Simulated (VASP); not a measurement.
# LiH in VASP: notebook

Runs on LiH. Level: PBE. Tasks: G0W0 quasiparticle levels.

Program: VASP 6.6.1. These are calculated values, not measurements. Logs are shortened: lines on timing, memory, paths and dates and some standing lists are left out, and cuts for length are marked.

**1. The cell of the first run**

It takes space group Fm-3m (No. 225, cubic). Conventional cell: a = 4.006 Å, b = 4.006 Å, c = 4.006 Å, α = 90.00°, β = 90.00°, γ = 90.00°. Within 2.7 Å of Li (site symmetry m-3m) lie 6 H at 2.00 Å. Within 2.7 Å of H (site symmetry m-3m) lie 6 Li at 2.00 Å.

**2. G0W0 quasiparticle levels, PBE**

Contents of POSCAR:

```
LiH
1.0
    0.0000000000      2.0029948411      2.0029948411
    2.0029948411      0.0000000000      2.0029948411
    2.0029948411      2.0029948411      0.0000000000
Li H
1 1
Direct
    0.0000000000      0.0000000000      0.0000000000
    0.5000000000      0.5000000000      0.5000000000
```

Contents of INCAR.step1:

```
SYSTEM = LiH
PREC = Accurate
ENCUT = 500
EDIFF = 1E-8
ISMEAR = 0
SIGMA = 0.01
LREAL = .False.
LASPH = .True.
NELM = 80
ALGO = Normal
LWAVE = .True.
LCHARG = .False.
GGA = PE
```

Contents of INCAR.step2:

```
SYSTEM = LiH
PREC = Accurate
ENCUT = 500
EDIFF = 1E-8
ISMEAR = 0
SIGMA = 0.01
LREAL = .False.
LASPH = .True.
NELM = 1
ALGO = Exact
LWAVE = .True.
LCHARG = .False.
GGA = PE
NBANDS = 68
LOPTICS = .True.
ISTART = 1
```

Contents of INCAR.step3:

```
SYSTEM = LiH
PREC = Accurate
ENCUT = 500
EDIFF = 1E-8
ISMEAR = 0
SIGMA = 0.01
LREAL = .False.
LASPH = .True.
ALGO = EVGW0
LWAVE = .False.
LCHARG = .False.
GGA = PE
NELMGW = 1
NBANDS = 68
ENCUTGW = 150.0
NOMEGA = 96
PRECFOCK = Fast
ISTART = 1
NBANDSGW = 9
OMEGAMAX = 20
```

Contents of KPOINTS:

```
Automatic mesh
0
Gamma
  6 6 6
  0 0 0
```

Potentials or basis: VASP PAW PBE potentials, release 64 (Li_GW, H_GW).

Launch:

```console
cat potpaw_PBE.64/Li_GW/POTCAR potpaw_PBE.64/H_GW/POTCAR > POTCAR
cp INCAR.step1 INCAR
mpirun -np 1 vasp_std > vasp.out
cp INCAR.step2 INCAR
mpirun -np 1 vasp_std > vasp.out
cp INCAR.step3 INCAR
mpirun -np 1 vasp_std > vasp.out
```

OUTCAR:

```text
SYSTEM = LiH
   PREC = Accurate
   ENCUT = 500
   EDIFF = 1E-8
   ISMEAR = 0
   LREAL = .False.
   LASPH = .True.
   GGA = PE
   NELMGW = 1
   ENCUTGW = 150.0
   PRECFOCK = Fast
   ISTART = 1

 ion  position               nearest neighbor table
   1  0.000  0.000  0.000-   2 2.00   2 2.00   2 2.00   2 2.00   2 2.00   2 2.00
   2  0.500  0.500  0.500-   1 2.00   1 2.00   1 2.00   1 2.00   1 2.00   1 2.00

  LATTYP: Found a face centered cubic cell.
 ALAT       =     4.0059896822

  Lattice vectors:

 A1 = (   0.0000000000,   2.0029948411,   2.0029948411)
 A2 = (   2.0029948411,   0.0000000000,   2.0029948411)
 A3 = (   2.0029948411,   2.0029948411,   0.0000000000)

Analysis of symmetry for initial positions (statically):
=====================================================================
 Subroutine PRICEL returns:
 Original cell was already a primitive cell.

 Routine SETGRP: Setting up the symmetry group for a
 face centered cubic supercell.

 Subroutine GETGRP returns: Found 48 space group operations
 (whereof 48 operations were pure point group operations)
 out of a pool of 48 trial point group operations.

The static configuration has the point symmetry O_h .

Analysis of symmetry for dynamics (positions and initial velocities):
=====================================================================
 Subroutine PRICEL returns:
 Original cell was already a primitive cell.

 Routine SETGRP: Setting up the symmetry group for a
 face centered cubic supercell.

 Subroutine GETGRP returns: Found 48 space group operations
 (whereof 48 operations were pure point group operations)
 out of a pool of 48 trial point group operations.

The dynamic configuration has the point symmetry O_h .

 Subroutine INISYM returns: Found 48 space group operations
 (whereof 48 operations are pure point group operations),
 and found     1 'primitive' translations

----------------------------------------------------------------------------------------

                                     Primitive cell

  volume of cell :      16.0720

  direct lattice vectors                    reciprocal lattice vectors
     0.000000000  2.002994841  2.002994841    -0.249626205  0.249626205  0.249626205
     2.002994841  0.000000000  2.002994841     0.249626205 -0.249626205  0.249626205
     2.002994841  2.002994841  0.000000000     0.249626205  0.249626205 -0.249626205

  length of vectors
     2.832662470  2.832662470  2.832662470     0.432365269  0.432365269  0.432365269

  position of ions in fractional coordinates (direct lattice)
     0.000000000  0.000000000  0.000000000
     0.500000000  0.500000000  0.500000000

  ion indices of the primitive-cell ions
   primitive index   ion index
                 1           1
                 2           2

----------------------------------------------------------------------------------------

 KPOINTS: Automatic mesh

Automatic generation of k-mesh.
 Grid dimensions read from file:
 generate k-points for:    6    6    6

 Generating k-lattice:

  Cartesian coordinates                     Fractional coordinates (reciprocal lattice)
    -0.041604367  0.041604367  0.041604367     0.166666667  0.000000000  0.000000000
     0.041604367 -0.041604367  0.041604367     0.000000000  0.166666667  0.000000000
     0.041604367  0.041604367 -0.041604367     0.000000000  0.000000000  0.166666667

  Length of vectors
     0.072060878  0.072060878  0.072060878

  Shift w.r.t. Gamma in fractional coordinates (k-lattice)
     0.000000000  0.000000000  0.000000000

 Subroutine IBZKPT returns following result:
 ===========================================

 Found     16 irreducible k-points:

 Following reciprocal coordinates:
            Coordinates               Weight
  0.000000  0.000000  0.000000      1.000000
  0.166667  0.000000  0.000000      8.000000
  0.333333  0.000000  0.000000      8.000000
  0.500000  0.000000  0.000000      4.000000
  0.166667  0.166667  0.000000      6.000000
  0.333333  0.166667  0.000000     24.000000
[... 8 lines left out ...]
 -0.333333  0.333333  0.166667     24.000000
 -0.333333  0.500000  0.166667     12.000000
   k-points           NKPTS =     16   k-points in BZ     NKDIM =    216   number of bands    NBANDS=     68
   number of dos      NEDOS =    301   number of ions     NIONS =      2
   total plane-waves  NPLWV =  13824
   dimension x,y,z NGX =    24 NGY =   24 NGZ =   24
   dimension x,y,z NGXF=    48 NGYF=   48 NGZF=   48
   ions per type =               1   1
   NGX,Y,Z   is equivalent  to a cutoff of  14.09, 14.09, 14.09 a.u.
   NGXF,Y,Z  is equivalent  to a cutoff of  28.17, 28.17, 28.17 a.u.
 SYSTEM =  LiH
   PREC   = accura    normal or accurate (medium, high low for compatibility)
   ISTART =      1    job   : 0-new  1-cont  2-samecut
   ICHARG =      0    charge: 1-file 2-atom 10-const
   ISPIN  =      1    spin polarized calculation?
   LNONCOLLINEAR =      F non collinear calculations
   LSORBIT =      F    spin-orbit coupling
   LASPH  =      T    aspherical Exc in radial PAW
   ENCUT  =  500.0 eV  36.75 Ry    6.06 a.u.   5.16  5.16  5.16*2*pi/ulx,y,z
   NELM   =     60;   NELMIN=  2; NELMDL=  0     # of ELM steps
   EDIFF  = 0.1E-07   stopping-criterion for ELM
   LREAL  =      F    real-space projection
   EDIFFG = 0.1E-06   stopping-criterion for IOM
   NSW    =      0    number of steps for IOM
   IBRION =     -1    ionic relax: 0-MD 1-quasi-New 2-CG
   NFREE  =      0    steps in history (QN), initial steepest desc. (CG)
   ISIF   =      0    stress and relaxation
   ISYM   =      3    0-nonsym 1-usesym 2-fastsym
   POTIM  = 0.5000    time-step for ionic-motion
   TEBEG  =    0.0;   TEEND  =   0.0 temperature during run
   PSTRESS=    0.0 pullay stress
   NELECT =       2.0000    total number of electrons
   NUPDOWN=      -1.0000    fix difference up-down
   EMIN   =  10.00;   EMAX   =-10.00  energy-range for DOS
   EFERMI =   0.00;   METHOD = LEGACY
   ISMEAR =     0;   SIGMA  =   0.01  broadening in eV -4-tet -1-fermi 0-gaus
   EFERMI_NEDOS =   21; number of points for ismear=-14 and -15
   IALGO  =     38    algorithm
   IMIX   =      4    mixing-type and parameters
     AMIX     =   0.40;   BMIX     =  1.00
     AMIX_MAG =   1.60;   BMIX_MAG =  1.00
  volume/ion in A,a.u.               =       8.04        54.23
  Fermi-wavevector in a.u.,A,eV,Ry     =   0.817325  1.544521  9.088975  0.668021
  Thomas-Fermi vector in A             =   1.927753
   LORBIT       =      0    0 simple, 1 ext, 2 COOP (PROOUT), +10 PAW based schemes
   GGA     = PE    functional components
   LHFCALC =     T    Hartree Fock is set to
   PRECFOCK=fast      Normal, Fast or Accurate (Low or Medium for compatibility)
   ENCUT4O =  -1.0   cutoff for four orbital integrals eV
   NKREDX  =     1    reduce k-point grid by
   NKREDY  =     1    reduce k-point grid by
   NKREDZ  =     1    reduce k-point grid by
   AEXX    =    1.0000 exact exchange contribution
   HFSCREEN=    0.0000 screening length (either q_TF or 0.3 A-1)
   HFSCREENC=   0.0000 screening length for correlation (either q_TF or 0.3 A-1)
   ENCUTFOCK=  -1.0 apply spherical cutoff to Coloumb kernel
   IVDW    =     0    specifies the selected vdW correction
   LEPSILON=     F    determine dielectric tensor
   LRPA    =     F    only Hartree local field effects (RPA)
   LRPAFORCE           =     F    calculate RPA forces
   ENCUTGW             = 150.0    cutoff for response function in eV
   ENCUTGWSOFT         = 120.0    soft cutoff for Coulomb kernel in GW response function in eV
   ENCUTLF             =  -1.0    cutoff for local field effects
   NELMGW              =     1    number of iterations in solving QP/BSE equation
   NELMHF              =     1    number of iterations in the inner HF iteration
   NKREDLFX            =     1    NKREDLFY  =   1   NKREDLFZ  =   1
 non-spin polarized calculation
 Gauss-broadening in eV      SIGMA  =   0.01
  energy-cutoff  :      500.00
  volume of cell :       16.07
 maximum number of plane-waves:       419
 NGX is ok and might be reduce to    24
  NGX = 12; NGY = 12; NGZ = 12
   NGX = 11   NGY = 11   NGZ = 11
 maximum number of plane-waves:        72

 QP shifts <psi_nk| G(iteration)W_0 |psi_nk>: iteration 1
 for sc-GW calculations column KS-energies equals QP-energies in previous step
 and V_xc(KS)=  KS-energies - (<T + V_ion + V_H > + <T+V_H+V_ion>^1  + <V_x>^1)

 k-point   1 :       0.0000    0.0000    0.0000
  band No.  KS-energies  QP-energies   sigma(KS)   V_xc(KS)     V^pw_x(r,r')   Z            occupation Imag(sigma)

      1      -8.1227      -9.5965     -11.5592      -9.3464     -15.1925       0.6660       2.0000       0.1957
      2      13.4616      14.0086     -10.4916     -11.2950      -4.1575       0.6808       0.0000      -0.9013
      3      15.2650      16.2668      -6.6053      -7.9603      -1.3782       0.7393       0.0000      -0.5419
      4      15.2650      16.2668      -6.6053      -7.9603      -1.3782       0.7393       0.0000      -0.5419
      5      15.2650      16.2668      -6.6053      -7.9603      -1.3782       0.7393       0.0000      -0.5419
      6      19.9911      20.4380      -6.8261      -7.2613      -1.1017       1.0269       0.0000      -2.2524
      7      19.9911      20.4380      -6.8261      -7.2613      -1.1017       1.0269       0.0000      -2.2524
      8      19.9911      20.4380      -6.8261      -7.2613      -1.1017       1.0269       0.0000      -2.2524
      9      21.6376      22.2279      -6.0305      -6.7656      -0.8191       0.8031       0.0000      -1.8300

 k-point   2 :       0.1667    0.0000    0.0000
  band No.  KS-energies  QP-energies   sigma(KS)   V_xc(KS)     V^pw_x(r,r')   Z            occupation Imag(sigma)

      1      -7.6304      -9.1102     -11.5826      -9.4062     -14.9707       0.6799       2.0000       0.1585
      2       9.8594      10.4925      -7.9526      -8.8072      -2.8688       0.7409       0.0000      -0.3639
      3      13.4107      14.0030      -8.8307      -9.6575      -2.9202       0.7164       0.0000      -0.8510
      4      14.4385      15.3135      -6.6122      -7.7875      -1.3698       0.7444       0.0000      -0.5859
      5      14.4385      15.3135      -6.6122      -7.7875      -1.3698       0.7444       0.0000      -0.5859
      6      19.9232      20.6161      -6.4128      -7.2566      -0.9259       0.8211       0.0000      -1.5762
      7      21.2446      22.2108      -6.5935      -7.6747      -1.1434       0.8936       0.0000      -1.9571
      8      21.2446      22.2108      -6.5935      -7.6747      -1.1434       0.8936       0.0000      -1.9571
      9      22.9311      24.0852      -6.7901      -8.0466      -1.4794       0.9185       0.0000      -2.2591
[... 170 lines left out ...]
 k-point  16 :      -0.3333    0.5000    0.1667
  band No.  KS-energies  QP-energies   sigma(KS)   V_xc(KS)     V^pw_x(r,r')   Z            occupation Imag(sigma)

      1      -2.8279      -4.1716     -12.9761     -11.1913     -14.5775       0.7529       2.0000       0.0452
      2       1.3446       1.9778      -6.6127      -7.4174      -3.0939       0.7868       0.0000      -0.0650
      3       4.3689       5.0513      -6.5668      -7.4602      -2.4816       0.7638       0.0000      -0.0911
      4       8.9006       9.5326      -6.8810      -7.7334      -2.1470       0.7414       0.0000      -0.2348
      5      14.8843      15.6247      -7.4391      -8.4550      -1.7575       0.7287       0.0000      -0.7491
      6      17.2159      17.6377      -6.7489      -7.2946      -1.1716       0.7731       0.0000      -1.4712
      7      26.3530      27.6200      -5.9858      -7.3493      -0.8126       0.9292       0.0000      -2.1815
      8      26.5846      28.2412      -6.7048      -8.5734      -1.4332       0.8865       0.0000      -2.3124
      9      33.1061      35.6061      -5.9722      -8.9966      -1.1306       0.8266       0.0000      -2.1354
```

Wall time 43 s (1 thread of Intel Xeon 6975P-C (Granite Rapids), shared host); peak memory 0.28 GiB.

Results:

```
Quasiparticle gap                                   : 4.93 eV
Least direct quasiparticle gap                      : 4.93 eV
Band gap of the starting levels on the mesh         : 2.98 eV
Least direct gap of the starting levels on the mesh : 2.98 eV
```

Caveat: the k points lie up to 0.45 Å⁻¹ apart; bands, screening cutoff and mesh are small and nothing is extrapolated, so the quasiparticle values aren't converged.

**3. G0W0 quasiparticle levels, PBE**

Contents of POSCAR:

```
LiH
1.0
    0.0050074871      2.0029948411      2.0029948411
    2.0029948411      0.0050074871      2.0029948411
    2.0080023282      2.0080023282      0.0000000000
Li H
1 1
Direct
    0.0000000000      0.0000000000      0.0000000000
    0.5000000000      0.5000000000      0.5000000000
```

Contents of INCAR.step1:

```
ALGO = Normal
EDIFF = 1E-8
ENCUT = 500
GGA = PE
ISMEAR = 0
LASPH = True
LCHARG = False
LREAL = False
LWAVE = True
NELM = 100
PREC = Accurate
SIGMA = 0.01
```

Contents of INCAR.step2:

```
ALGO = Exact
EDIFF = 1E-8
ENCUT = 500
GGA = PE
ISMEAR = 0
ISTART = 1
LASPH = True
LCHARG = False
LOPTICS = True
LREAL = False
LWAVE = True
NBANDS = 68
NELM = 1
PREC = Accurate
SIGMA = 0.01
```

Contents of INCAR.step3:

```
ALGO = EVGW0
EDIFF = 1E-8
ENCUT = 500
ENCUTGW = 150.0
GGA = PE
ISMEAR = 0
ISTART = 1
LASPH = True
LCHARG = False
LREAL = False
LWAVE = False
NBANDS = 68
NBANDSGW = 9
NELMGW = 1
NOMEGA = 96
OMEGAMAX = 20
PREC = Accurate
PRECFOCK = Fast
SIGMA = 0.01
```

Contents of KPOINTS:

```
k-points
0
Gamma
  6 6 6
```

Potentials or basis: VASP PAW PBE potentials, release 64 (Li_GW, H_GW).

Launch:

```console
cat potpaw_PBE.64/Li_GW/POTCAR potpaw_PBE.64/H_GW/POTCAR > POTCAR
cp INCAR.step1 INCAR
mpirun -np 1 vasp_std > vasp.out
cp INCAR.step2 INCAR
mpirun -np 1 vasp_std > vasp.out
cp INCAR.step3 INCAR
mpirun -np 1 vasp_std > vasp.out
```

OUTCAR:

```text
EDIFF = 1E-8
   ENCUT = 500
   ENCUTGW = 150.0
   GGA = PE
   ISMEAR = 0
   ISTART = 1
   LASPH = True
   LREAL = False
   NELMGW = 1
   PREC = Accurate
   PRECFOCK = Fast

 ion  position               nearest neighbor table
   1  0.000  0.000  0.000-   2 2.00   2 2.00   2 2.00   2 2.00   2 2.00   2 2.00
   2  0.500  0.500  0.500-   1 2.00   1 2.00   1 2.00   1 2.00   1 2.00   1 2.00

  LATTYP: Found a body centered orthorhombic cell.
 ALAT       =     2.8255808135
[... 189 lines left out ...]
 maximum number of plane-waves:        72

 QP shifts <psi_nk| G(iteration)W_0 |psi_nk>: iteration 1
 for sc-GW calculations column KS-energies equals QP-energies in previous step
 and V_xc(KS)=  KS-energies - (<T + V_ion + V_H > + <T+V_H+V_ion>^1  + <V_x>^1)

 k-point   1 :       0.0000    0.0000    0.0000
  band No.  KS-energies  QP-energies   sigma(KS)   V_xc(KS)     V^pw_x(r,r')   Z            occupation Imag(sigma)

      1      -8.1227      -9.6042     -11.5592      -9.3464     -15.1925       0.6695       2.0000       0.1958
      2      13.4612      14.0072     -10.4911     -11.2945      -4.1573       0.6796       0.0000      -0.9011
      3      15.1928      16.1964      -6.6095      -7.9625      -1.3866       0.7418       0.0000      -0.5380
      4      15.2638      16.2682      -6.6054      -7.9601      -1.3782       0.7414       0.0000      -0.5420
      5      15.3376      16.3413      -6.6014      -7.9581      -1.3697       0.7398       0.0000      -0.5459
      6      19.9011      20.3301      -6.8421      -7.2608      -1.1044       1.0248       0.0000      -2.2445
      7      19.9920      20.4389      -6.8265      -7.2619      -1.1020       1.0264       0.0000      -2.2520
      8      20.0816      20.5450      -6.8100      -7.2619      -1.0990       1.0253       0.0000      -2.2604
      9      21.6392      22.2296      -6.0308      -6.7659      -0.8191       0.8031       0.0000      -1.8301
[... 290 lines left out ...]
      1      -3.7512      -5.0628     -12.1642     -10.4031     -13.9168       0.7447       2.0000       0.0515
      2       2.0617       2.6391      -7.4356      -8.1785      -3.8988       0.7774       0.0000      -0.0687
      3       6.1637       6.7981      -6.8039      -7.6556      -2.4203       0.7448       0.0000      -0.1250
      4       9.0153       9.8024      -6.6608      -7.7269      -1.9638       0.7383       0.0000      -0.2310
      5      13.7754      14.1373      -7.2782      -7.7635      -1.6120       0.7456       0.0000      -0.8757
      6      15.9667      16.4838      -7.0691      -7.7635      -1.4033       0.7447       0.0000      -1.1210
      7      27.1134      28.7542      -6.4013      -8.3417      -1.2182       0.8456       0.0000      -2.1400
      8      28.6455      30.5325      -7.1282      -9.2159      -1.7186       0.9039       0.0000      -2.6965
      9      30.8031      32.6116      -5.7888      -7.7803      -0.6822       0.9081       0.0000      -2.3178

 [... further k-points ...]
```

OUTCAR.step1:

```text
EDIFF = 1E-8
   ENCUT = 500
   GGA = PE
   ISMEAR = 0
   LASPH = True
[... 415 lines left out ...]
 -----------------------------------------------------------------------------------
      0.00000      0.00000      0.00000        -0.000000      0.000000      0.000000
      2.00800      2.00800      2.00299         0.000000      0.000000     -0.000000
 -----------------------------------------------------------------------------------
    total drift:                               -0.000000     -0.000000      0.000000

  FREE ENERGIE OF THE ION-ELECTRON SYSTEM (eV)
  ---------------------------------------------------
  free  energy   TOTEN  =        -6.1136831298 eV

  energy  without entropy=       -6.1136831298  energy(sigma->0) =       -6.11368313
```

Wall time 2.2 min (1 thread of Intel Xeon 6975P-C (Granite Rapids), shared host); peak memory 0.34 GiB.

What came out:

* Quasiparticle gap: 4.92 eV
* Least direct quasiparticle gap: 4.92 eV
* Band gap of the starting levels on the mesh: 2.98 eV
* Least direct gap of the starting levels on the mesh: 2.98 eV

Caveat: the k points lie up to 0.45 Å⁻¹ apart; bands, screening cutoff and mesh are small and nothing is extrapolated, so the quasiparticle values aren't converged.
